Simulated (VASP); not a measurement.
Set up this calculation in VASP 6.6.1, as the native input.

- Task: electric field gradients
- Functional: PBE
- Potentials or basis: VASP PAW PBE potentials, release 64 (Na_pv, I)
- Cutoff: 520 eV
- k mesh: 8 × 8 × 8
- Occupations: fermi-dirac, width 0.02 eV
- Spin: non-collinear spin, zero start, spin-orbit coupling
- Starting moments: [[0.0, 0.0, 0.0], [0.0, 0.0, 0.0]] μB
- Dipole correction: no
- Further INCAR settings: ALGO = Normal; EDIFF = 1e-08; NBANDS = 26

The structure of NaI lies in POSCAR:

```
NaI
1.0
    0.0000000000      3.2364000000      3.2364000000
    3.2364000000      0.0000000000      3.2364000000
    3.2364000000      3.2364000000      0.0000000000
Na I
1 1
Direct
    0.0000000000      0.0000000000      0.0000000000
    0.5000000000      0.5000000000      0.5000000000
```

One way to write it, as run:

INCAR

```
SYSTEM = NaI
PREC = Accurate
ENCUT = 520
EDIFF = 1E-8
ISMEAR = -1
SIGMA = 0.02
LREAL = .False.
LASPH = .True.
NELM = 150
ALGO = Normal
ISIF = 2
LWAVE = .False.
LCHARG = .False.
LNONCOLLINEAR = .True.
MAGMOM = 0 0 0 0 0 0
LORBIT = 11
LSORBIT = .True.
GGA_COMPAT = .False.
LORBMOM = .True.
GGA = PE
LEFG = .True.
NBANDS = 26
```

KPOINTS

```
regular mesh
0
Gamma
  8 8 8
  0 0 0
```

Potentials or basis: VASP PAW PBE potentials, release 64 (Na_pv, I).

The run is started by

```bash
$ cat potpaw_PBE.64/Na_pv/POTCAR potpaw_PBE.64/I/POTCAR > POTCAR
$ mpirun -np 1 vasp_ncl > vasp.out
```

Results of the run:

* Pressure: 0.5 GPa
* Net moment: 0.00 μB per cell
* Largest electric field gradient by atom: zero within the noise of the run
* Valence electrons inside the program's atomic spheres: Na 6.01; I 4.35

It took 79 s on 1 thread of Intel(R) Xeon(R) Platinum 8488C (Sapphire Rapids) (shared host), peak memory 0.42 GiB.
